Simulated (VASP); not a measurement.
# TiB2 (P6/mmm) in VASP: further runs

TiB2 is run at these levels: PBE; tasks: single point, relaxation of cell and atoms.

Everything below comes from runs of VASP 6.6.1. Logs are shortened: lines on timing, memory, paths and dates and some standing lists are left out, and cuts for length are marked.

## 1. The cell of the first run

The structure is hexagonal, space group P6/mmm (No. 191). The conventional cell has a = 3.026 Å, b = 3.026 Å, c = 3.229 Å, α = 90.00°, β = 90.00°, γ = 120.00°. Ti (site symmetry 6/mmm) has 12 B at 2.38 Å and 6 Ti at 3.03 Å within 3.1 Å. B (site symmetry -6m2) has 3 B at 1.75 Å and 6 Ti at 2.38 Å within 2.4 Å.

## 2. Single point, PBE

File INCAR:

```
  PREC = Accurate
  ENCUT = 500
  EDIFF = 1E-6
  ISMEAR = 0
  SIGMA = 0.1
  LREAL = F
  LASPH = T
  NELM = 120
  ALGO = Normal
  ISIF = 2
  LWAVE = F
  LCHARG = T
  GGA = PE
  LELF = T
  LVHAR = T
  NBANDS = 16
  GGA_COMPAT = F
```

File KPOINTS:

```
Automatic mesh
0
Gamma
  6 6 6
```

File POSCAR:

```
TiB2
1.0
    3.0259273100      0.0000000000      0.0000000000
   -1.5129636600      2.6205299200      0.0000000000
    0.0000000000      0.0000000000      3.2287677100
Ti B
1 2
Direct
    0.0000000000      0.0000000000      0.0000000000
    0.3333333300      0.6666666700      0.5000000000
    0.6666666700      0.3333333300      0.5000000000
```

Potentials or basis: VASP PAW PBE potentials, release 64 (Ti_sv, B).

Command:

```bash
cat potpaw_PBE.64/Ti_sv/POTCAR potpaw_PBE.64/B/POTCAR > POTCAR
mpirun -np 1 vasp_std > vasp.out
```

OUTCAR:

```text
PREC = Accurate
   ENCUT = 500
   EDIFF = 1E-6
   ISMEAR = 0
   LREAL = F
   LASPH = T
   NELM = 120
   ISIF = 2
   GGA = PE

 ion  position               nearest neighbor table
   1  0.000  0.000  0.000-   2 2.38   3 2.38   2 2.38   3 2.38   3 2.38   3 2.38   2 2.38   2 2.38
                             3 2.38   3 2.38   2 2.38   2 2.38
   2  0.333  0.667  0.500-   3 1.75   3 1.75   3 1.75   1 2.38   1 2.38   1 2.38   1 2.38   1 2.38
                             1 2.38
   3  0.667  0.333  0.500-   2 1.75   2 1.75   2 1.75   1 2.38   1 2.38   1 2.38   1 2.38   1 2.38
                             1 2.38

  LATTYP: Found a hexagonal cell.
 ALAT       =     3.0259273100
 C/A-ratio  =     1.0670341285

  Lattice vectors:

 A1 = (   3.0259273100,   0.0000000000,   0.0000000000)
 A2 = (  -1.5129636600,   2.6205299200,   0.0000000000)
 A3 = (   0.0000000000,   0.0000000000,   3.2287677100)

Analysis of symmetry for initial positions (statically):
=====================================================================
 Subroutine PRICEL returns:
 Original cell was already a primitive cell.

 Routine SETGRP: Setting up the symmetry group for a
 hexagonal supercell.

 Subroutine GETGRP returns: Found 24 space group operations
 (whereof 24 operations were pure point group operations)
 out of a pool of 24 trial point group operations.

The static configuration has the point symmetry D_6h.

Analysis of symmetry for dynamics (positions and initial velocities):
=====================================================================
 Subroutine PRICEL returns:
 Original cell was already a primitive cell.

 Routine SETGRP: Setting up the symmetry group for a
 hexagonal supercell.

 Subroutine GETGRP returns: Found 24 space group operations
 (whereof 24 operations were pure point group operations)
 out of a pool of 24 trial point group operations.

The dynamic configuration has the point symmetry D_6h.

 Subroutine INISYM returns: Found 24 space group operations
 (whereof 24 operations are pure point group operations),
 and found     1 'primitive' translations

----------------------------------------------------------------------------------------

                                     Primitive cell

  volume of cell :      25.6026

  direct lattice vectors                    reciprocal lattice vectors
     3.025927310  0.000000000  0.000000000     0.330477205  0.190801104  0.000000000
    -1.512963660  2.620529920  0.000000000     0.000000000  0.381602207  0.000000000
     0.000000000  0.000000000  3.228767710     0.000000000  0.000000000  0.309715684

  length of vectors
     3.025927310  3.025927312  3.228767710     0.381602207  0.381602207  0.309715684

  position of ions in fractional coordinates (direct lattice)
     0.000000000  0.000000000  0.000000000
     0.333333330  0.666666670  0.500000000
     0.666666670  0.333333330  0.500000000

  ion indices of the primitive-cell ions
   primitive index   ion index
                 1           1
                 2           2
                 3           3

----------------------------------------------------------------------------------------

 KPOINTS: Automatic mesh

Automatic generation of k-mesh.
 Grid dimensions read from file:
 generate k-points for:    6    6    6

 Generating k-lattice:

  Cartesian coordinates                     Fractional coordinates (reciprocal lattice)
     0.055079534  0.031800184  0.000000000     0.166666667  0.000000000  0.000000000
     0.000000000  0.063600368  0.000000000     0.000000000  0.166666667  0.000000000
     0.000000000  0.000000000  0.051619281     0.000000000  0.000000000  0.166666667

  Length of vectors
     0.063600368  0.063600368  0.051619281

  Shift w.r.t. Gamma in fractional coordinates (k-lattice)
     0.000000000  0.000000000  0.000000000

 Subroutine IBZKPT returns following result:
 ===========================================

 Found     28 irreducible k-points:

 Following reciprocal coordinates:
            Coordinates               Weight
  0.000000  0.000000  0.000000      1.000000
  0.166667  0.000000  0.000000      6.000000
  0.333333  0.000000  0.000000      6.000000
  0.500000  0.000000  0.000000      3.000000
  0.166667  0.166667  0.000000      6.000000
  0.333333  0.166667  0.000000     12.000000
[... 16 lines left out ...]
  0.166667  0.000000  0.500000      6.000000
  0.333333  0.000000  0.500000      6.000000
 [... further k-points ...]
   k-points           NKPTS =     28   k-points in BZ     NKDIM =     28   number of bands    NBANDS=     16
   number of dos      NEDOS =    301   number of ions     NIONS =      3
   total plane-waves  NPLWV =  13824
   dimension x,y,z NGX =    24 NGY =   24 NGZ =   24
   dimension x,y,z NGXF=    48 NGYF=   48 NGZF=   48
   ions per type =               1   2
   NGX,Y,Z   is equivalent  to a cutoff of  13.19, 13.19, 12.36 a.u.
   NGXF,Y,Z  is equivalent  to a cutoff of  26.37, 26.37, 24.71 a.u.
 SYSTEM =  unknown system
   PREC   = accura    normal or accurate (medium, high low for compatibility)
   ISTART =      0    job   : 0-new  1-cont  2-samecut
   ICHARG =      2    charge: 1-file 2-atom 10-const
   ISPIN  =      1    spin polarized calculation?
   LNONCOLLINEAR =      F non collinear calculations
   LSORBIT =      F    spin-orbit coupling
   LASPH  =      T    aspherical Exc in radial PAW
   ENCUT  =  500.0 eV  36.75 Ry    6.06 a.u.   5.52  5.52  5.89*2*pi/ulx,y,z
   NELM   =    120;   NELMIN=  2; NELMDL= -5     # of ELM steps
   EDIFF  = 0.1E-05   stopping-criterion for ELM
   LREAL  =      F    real-space projection
   EDIFFG = 0.1E-04   stopping-criterion for IOM
   NSW    =      0    number of steps for IOM
   IBRION =     -1    ionic relax: 0-MD 1-quasi-New 2-CG
   NFREE  =      0    steps in history (QN), initial steepest desc. (CG)
   ISIF   =      2    stress and relaxation
   ISYM   =      2    0-nonsym 1-usesym 2-fastsym
   POTIM  = 0.5000    time-step for ionic-motion
   TEBEG  =    0.0;   TEEND  =   0.0 temperature during run
   PSTRESS=    0.0 pullay stress
   NELECT =      18.0000    total number of electrons
   NUPDOWN=      -1.0000    fix difference up-down
   EMIN   =  10.00;   EMAX   =-10.00  energy-range for DOS
   EFERMI =   0.00;   METHOD = LEGACY
   ISMEAR =     0;   SIGMA  =   0.10  broadening in eV -4-tet -1-fermi 0-gaus
   EFERMI_NEDOS =   21; number of points for ismear=-14 and -15
   IALGO  =     38    algorithm
   IMIX   =      4    mixing-type and parameters
     AMIX     =   0.40;   BMIX     =  1.00
     AMIX_MAG =   1.60;   BMIX_MAG =  1.00
  volume/ion in A,a.u.               =       8.53        57.59
  Fermi-wavevector in a.u.,A,eV,Ry     =   1.455697  2.750868 28.831460  2.119053
  Thomas-Fermi vector in A             =   2.572701
   LORBIT       =      0    0 simple, 1 ext, 2 COOP (PROOUT), +10 PAW based schemes
   GGA     = PE    functional components
   LHFCALC =     F    Hartree Fock is set to
   AEXX    =    0.0000 exact exchange contribution
   IVDW    =     0    specifies the selected vdW correction
   LEPSILON=     F    determine dielectric tensor
   LRPA    =     F    only Hartree local field effects (RPA)
 non-spin polarized calculation
 Gauss-broadening in eV      SIGMA  =   0.10
  energy-cutoff  :      500.00
  volume of cell :       25.60
 maximum number of plane-waves:       667
 NGX is ok and might be reduce to    24
   NGX = 11   NGY = 11   NGZ = 11

 number of electron      18.0000002 magnetization

 Free energy of the ion-electron system (eV)
  ---------------------------------------------------
  ext. energy  EPLUGINS =         0.00000000
  ---------------------------------------------------
  free energy    TOTEN  =       -24.38574065 eV

  energy without entropy =      -24.38051056  energy(sigma->0) =      -24.38312561

 E-fermi :   9.7824     XC(G=0): -12.7786

 val. band max:        9.7066942214   @ k =   0.1667   0.1667   0.1667
 cond. band min:       9.8074445117   @ k =   0.1667   0.1667   0.1667
 fundamental gap:      0.1007502903
 Fermi energy:         9.7824422960

 k-point     1 :       0.0000    0.0000    0.0000
  band No.  band energies     occupation
      1     -46.9352      2.00000
      2     -23.3062      2.00000
      3     -22.9607      2.00000
      4     -22.9607      2.00000
      5      -3.5007      2.00000
      6       7.4267      2.00000
[... 8 lines left out ...]
     15      15.8053      0.00000
     16      16.9820      0.00000

 k-point     2 :       0.1667    0.0000    0.0000
  band No.  band energies     occupation
      1     -46.9215      2.00000
      2     -23.2888      2.00000
      3     -23.0650      2.00000
      4     -22.9844      2.00000
      5      -2.9726      2.00000
      6       6.0506      2.00000
[... 8 lines left out ...]
     15      18.2392      0.00000
     16      18.2678      0.00000

 k-point     3 :       0.3333    0.0000    0.0000
  band No.  band energies     occupation
      1     -46.8940      2.00000
      2     -23.2690      2.00000
      3     -23.2539      2.00000
      4     -23.0315      2.00000
      5      -1.4937      2.00000
      6       3.3773      2.00000
[... 8 lines left out ...]
     15      17.3939      0.00000
     16      18.9561      0.00000

 k-point     4 :       0.5000    0.0000    0.0000
  band No.  band energies     occupation
      1     -46.8801      2.00000
      2     -23.3687      2.00000
      3     -23.2364      2.00000
      4     -23.0549      2.00000
      5       0.6417      2.00000
      6       0.7805      2.00000
[... 8 lines left out ...]
     15      17.4803      0.00000
     16      18.2356      0.00000
[... 324 lines left out ...]
 k-point    22 :       0.0000    0.0000    0.5000
  band No.  band energies     occupation
      1     -46.9206      2.00000
      2     -23.5052      2.00000
      3     -22.9446      2.00000
      4     -22.9446      2.00000
      5      -1.5847      2.00000
      6       2.4037      2.00000
[... 8 lines left out ...]
     15      19.8442      0.00000
     16      20.2813      0.00000

 k-point    23 :       0.1667    0.0000    0.5000
  band No.  band energies     occupation
      1     -46.9071      2.00000
      2     -23.4816      2.00000
      3     -23.0446      2.00000
      4     -22.9669      2.00000
      5      -1.3223      2.00000
      6       3.0777      2.00000
[... 8 lines left out ...]
     15      18.8862      0.00000
     16      20.8863      0.00000

 k-point    24 :       0.3333    0.0000    0.5000
  band No.  band energies     occupation
      1     -46.8799      2.00000
      2     -23.4341      2.00000
      3     -23.2405      2.00000
      4     -23.0110      2.00000
      5      -0.5409      2.00000
      6       3.9901      2.00000
[... 8 lines left out ...]
     15      16.8823      0.00000
     16      22.9591      0.00000

 [... further k-points ...]

------------------------ aborting loop because EDIFF is reached ----------------------------------------

  FORCE on cell =-STRESS in cart. coord.  units (eV):
  Direction    XX          YY          ZZ          XY          YZ          ZX
  --------------------------------------------------------------------------------------
  -------------------------------------------------------------------------------------
  Total        0.3760672      0.3760672     -0.1305061     -0.0000000     -0.0000000      0.0000000
  in kB       23.5337791     23.5337791     -8.1668971     -0.0000000     -0.0000000      0.0000000
  external PRESSURE =      12.9668871 kB  Pullay stress =       0.0000000 kB

 VOLUME and BASIS-vectors are now :
 -----------------------------------------------------------------------------
  energy-cutoff  :      500.00
  volume of cell :       25.60
      direct lattice vectors                 reciprocal lattice vectors
     3.025927310  0.000000000  0.000000000     0.330477205  0.190801104  0.000000000
    -1.512963660  2.620529920  0.000000000     0.000000000  0.381602207  0.000000000
     0.000000000  0.000000000  3.228767710     0.000000000  0.000000000  0.309715684

 POSITION                                       TOTAL-FORCE (eV/Angst)
 -----------------------------------------------------------------------------------
      0.00000      0.00000      0.00000         0.000000      0.000000      0.000000
     -0.00000      1.74702      1.61438        -0.000000     -0.000000      0.000000
      1.51296      0.87351      1.61438         0.000000      0.000000      0.000000
 -----------------------------------------------------------------------------------
    total drift:                                0.000000     -0.000000     -0.000000

  FREE ENERGIE OF THE ION-ELECTRON SYSTEM (eV)
  ---------------------------------------------------
  free  energy   TOTEN  =       -24.3857406501 eV

  energy  without entropy=      -24.3805105623  energy(sigma->0) =      -24.38312561
```

Run time: 9.4 s. Hardware: 1 thread of Intel Xeon Platinum 8259CL at 2.50GHz (Skylake/Cascade Lake), shared host; peak memory 0.14 GiB.

What came out:

- Free energy: -24.3857 eV
- Pressure: 1.3 GPa
- Band gap on the k mesh: zero (bands 9 and 10 overlap by 0.40 eV)

Stress tensor (GPa, compression positive):
```
 2.35  0.00  0.00
 0.00  2.35  0.00
 0.00  0.00 -0.82
```

Levels at points of the mesh, in eV from the Fermi level:
```tsv
k point	band 6	band 7	band 8	band 9	band 10	band 11	band 12	band 13
(0.00, 0.00, 0.00)	-2.36	-2.36	-2.11	-1.89	2.13	2.13	3.90	3.90
(0.50, 0.00, 0.00)	-9.00	-3.03	-3.00	-2.03	1.57	3.00	3.46	3.60
(0.00, 0.00, 0.50)	-7.38	-0.31	-0.31	0.06	0.06	0.69	0.69	1.85
(0.50, 0.00, 0.50)	-7.33	-4.41	-3.58	-2.90	2.70	3.18	4.70	4.81
```

Caveat: the k points lie up to 0.40 Å⁻¹ apart.

## 3. Single point, PBE

This run uses another cell than the first one, of 8.56 Å³/atom.

File INCAR:

```
ALGO     = Normal         # electronic algorithm
EDIFF    = 1E-6           # SCF threshold, eV
ENCUT    = 500            # plane-wave cutoff, eV
GGA      = PE             # functional
GGA_COMPAT= F            
ISIF     = 2              # what is computed and relaxed
ISMEAR   = 0              # smearing method
LASPH    = T              # aspherical terms in the spheres
LCHARG   = F              # write CHGCAR
LREAL    = F              # projectors in reciprocal space
LWAVE    = F              # write WAVECAR
NBANDS   = 16             # bands
NELM     = 120            # most SCF steps
PREC     = Accurate       # precision mode
SIGMA    = 0.1            # smearing width, eV
```

File KPOINTS:

```
k-points
0
Gamma
  15 15 14
```

File POSCAR:

```
TiB2
1.0
    3.0320703103      0.0000000029      0.0000000000
   -1.5160351577      2.6258499134      0.0000000000
    0.0000000000      0.0000000000      3.2235392675
Ti B
1 2
Direct
    0.0000000000      0.0000000000      0.0000000000
    0.3333333333      0.6666666667      0.5000000000
    0.6666666667      0.3333333333      0.5000000000
```

Potentials or basis: VASP PAW PBE potentials, release 64 (Ti_sv, B).

Command:

```bash
cat potpaw_PBE.64/Ti_sv/POTCAR potpaw_PBE.64/B/POTCAR > POTCAR
mpirun -np 1 vasp_std > vasp.out
```

Run time: 51 s. Hardware: 1 thread of Intel Xeon Platinum 8259CL at 2.50GHz (Skylake/Cascade Lake), shared host; peak memory 0.2 GiB.

Results (log left out):

```yaml
Free_energy: -24.4299 eV
Pressure: 0.2 GPa
Band_gap_on_the_k_mesh: zero (bands 9 and 10 overlap by 0.60 eV)
```

Levels at points of the mesh, in eV from the Fermi level:
```csv
k point,band 6,band 7,band 8,band 9,band 10,band 11,band 12,band 13
"(0.00, 0.00, 0.00)",-2.64,-2.64,-2.33,-2.13,1.86,1.86,3.64,3.64
"(0.00, 0.00, 0.50)",-7.63,-0.59,-0.59,-0.22,-0.22,0.41,0.41,1.63
```

## 4. Relaxation of cell and atoms, PBE

File INCAR:

```
SYSTEM = TiB2
ALGO = Normal
EDIFF = 1E-7
EDIFFG = -0.002
ENCUT = 500
GGA = PE
GGA_COMPAT = .FALSE.
IBRION = 2
ISIF = 3
ISMEAR = 0
LASPH = .TRUE.
LCHARG = .FALSE.
LREAL = .FALSE.
LWAVE = .FALSE.
NELM = 120
NELMIN = 4
NSW = 100
PREC = Accurate
SIGMA = 0.1
```

File KPOINTS:

```
k-points
0
G
  15 15 14
  0 0 0
```

File POSCAR:

```
TiB2
1.0
    3.0259273100      0.0000000000      0.0000000000
   -1.5129636600      2.6205299200      0.0000000000
    0.0000000000      0.0000000000      3.2287677100
Ti B
1 2
Direct
    0.0000000000      0.0000000000      0.0000000000
    0.3333333300      0.6666666700      0.5000000000
    0.6666666700      0.3333333300      0.5000000000
```

Command:

```bash
cat potpaw_PBE.64/Ti_sv/POTCAR potpaw_PBE.64/B/POTCAR > POTCAR
mpirun -np 1 vasp_std > vasp.out
```

Wall time 1.9 min (1 thread of Intel Xeon Platinum 8259CL at 2.50GHz (Skylake/Cascade Lake), shared host); peak memory 0.2 GiB.

Results (log left out):

```yaml
Free_energy: -24.4298 eV
Relaxed_volume: 8.56 Å³/atom
Relaxed_cell: a = 3.033 Å, b = 3.033 Å, c = 3.225 Å, α = 90.00°, β = 90.00°, γ = 120.00°
Space_group_after_relaxing_to_0.1_Å: P6/mmm (No. 191)
Energy_gained_by_relaxing: 0.2 meV/atom
Ionic_steps: 5
Pressure_after_relaxing: 0.0 GPa
Band_gap_on_the_k_mesh: zero (bands 9 and 10 overlap by 0.59 eV)
```

Step by step:
```csv
step,energy change (eV),largest force (eV/Å),pressure (GPa),volume (Å³)
1,0.0000,0.0000,0.98,25.60
2,-0.0001,0.0000,-1.11,25.80
3,-0.0005,0.0000,-0.15,25.71
4,-0.0005,0.0000,-0.18,25.71
5,-0.0005,0.0000,-0.01,25.69
```

Final structure:
```
Ti B
1.0
     3.03284    0.00000    0.00000
    -1.51642    2.62651    0.00000
     0.00000    0.00000    3.22468
Ti B
1 2
Direct
  0.00000 0.00000 0.00000
  0.33333 0.66667 0.50000
  0.66667 0.33333 0.50000
```

Levels at points of the mesh, in eV from the Fermi level:
```csv
k point,band 6,band 7,band 8,band 9,band 10,band 11,band 12,band 13
"(0.00, 0.00, 0.00)",-2.64,-2.64,-2.33,-2.13,1.86,1.86,3.63,3.63
"(0.00, 0.00, 0.50)",-7.63,-0.59,-0.59,-0.22,-0.22,0.41,0.41,1.63
```

## 5. Summary

```tsv
task	cell	k mesh	gap on the mesh (eV)	pressure (GPa)
single point	a = 3.026, b = 3.026, c = 3.229 Å, angles 90.0, 90.0, 120.0°, 3 atoms	6 × 6 × 6	none	1.3
single point	a = 3.032, b = 3.032, c = 3.224 Å, angles 90.0, 90.0, 120.0°, 3 atoms	15 × 15 × 14	none	0.2
relaxation of cell and atoms	relaxed from a = 3.026, b = 3.026, c = 3.229 Å, angles 90.0, 90.0, 120.0°, 3 atoms	15 × 15 × 14	none	0.0
```

Alike in all rows: level PBE; potentials or basis VASP PAW PBE potentials, release 64 (Ti_sv, B); no spin polarisation; cutoff (eV) 500; smearing gaussian 0.1 eV.

Caveats: some runs use coarse meshes.

Total energies depend on the potentials used, so only differences within one code and one set of settings carry meaning.

The gap in the log of VASP goes by the Fermi energy; the results here count the filled bands.